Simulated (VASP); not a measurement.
Wanted: the native input for a VASP 6.6.1 run.

| Item | Value |
| --- | --- |
| Task | single point |
| Functional | PBEsol |
| Potentials or basis | VASP PAW PBE potentials, release 64 (Cs_sv, Pb_d, Cl) |
| Cutoff | 520 eV |
| k mesh | 4 × 4 × 4 |
| Occupations | gaussian, width 0.1 eV |
| Spin | no spin polarisation |
| Dipole correction | no |
| Further INCAR settings | ALGO = Normal; EDIFF = 1e-07; NBANDS = 30 |

The structure of CsPbCl3 lies in POSCAR:

```
CsPbCl3
1.0
    5.6050000000      0.0000000000      0.0000000000
    0.0000000000      5.6050000000      0.0000000000
    0.0000000000      0.0000000000      5.6050000000
Cs Pb Cl
1 1 3
Direct
    0.0000000000      0.0000000000      0.0000000000
    0.5000000000      0.5000000000      0.5000000000
    0.5000000000      0.5000000000      0.0000000000
    0.0000000000      0.5000000000      0.5000000000
    0.5000000000      0.0000000000      0.5000000000
```

The input as run:

INCAR

```
SYSTEM = CsPbCl3
  PREC = Accurate
  ENCUT = 520
  EDIFF = 1E-7
  ISMEAR = 0
  SIGMA = 0.1
  LREAL = .FALSE.
  LASPH = .TRUE.
  NELM = 100
  ALGO = Normal
  ISIF = 2
  LWAVE = .FALSE.
  LCHARG = .FALSE.
  GGA = PS
  NBANDS = 30
```

KPOINTS

```
regular mesh
0
G
  4 4 4
  0 0 0
```

Potentials or basis: VASP PAW PBE potentials, release 64 (Cs_sv, Pb_d, Cl).

Launch:

```sh
$ cat potpaw_PBE.64/Cs_sv/POTCAR potpaw_PBE.64/Pb_d/POTCAR potpaw_PBE.64/Cl/POTCAR > POTCAR
$ mpirun -np 1 vasp_std > vasp.out
```

It gave:

- Pressure: 0.2 GPa
- Band gap on the k mesh: 1.80 eV, direct

Caveat: the PAW data sets were made with another functional, which shifts forces and pressure a little; spin-orbit coupling is left out, which moves the levels of the heavy elements.

Run time: 27 s on 1 thread of Intel(R) Xeon(R) Platinum 8559C (Emerald Rapids), with other jobs on the host, peak memory 0.27 GiB.
